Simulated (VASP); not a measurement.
Input of a VASP 6.6.1 run:

Contents of INCAR:

```
SYSTEM = Ta
  PREC = Accurate
  ENCUT = 520
  EDIFF = 1E-6
  ISMEAR = 0
  SIGMA = 0.15
  LREAL = .FALSE.
  LASPH = .TRUE.
  NELM = 80
  ALGO = Fast
  ISIF = 2
  LWAVE = .FALSE.
  LCHARG = .TRUE.
  GGA = PS
  LELF = .TRUE.
  LVHAR = .TRUE.
  NBANDS = 12
```

Contents of KPOINTS:

```
regular mesh
0
G
  22 22 22
  0 0 0
```

POSCAR

```
Ta
1.0
   -1.5996433287      1.5996433287      1.7596076615
    1.5996433287     -1.5996433287      1.7596076615
    1.5996433287      1.5996433287     -1.7596076615
Ta
1
Direct
    0.0000000000      0.0000000000      0.0000000000
```

Potentials or basis: VASP PAW PBE potentials, release 64 (Ta_pv).

Command:

```bash
$ cat potpaw_PBE.64/Ta_pv/POTCAR > POTCAR
$ mpirun -np 1 vasp_std > vasp.out
```

**Question.** What does it give for the pressure?

**Answer.** -2.9 GPa.

Stress tensor (GPa, compression positive):
```
 0.40  0.00  0.00
 0.00  0.40  0.00
 0.00  0.00 -9.40
```

Caveat: the PAW data sets were made with another functional, which shifts forces and pressure a little.
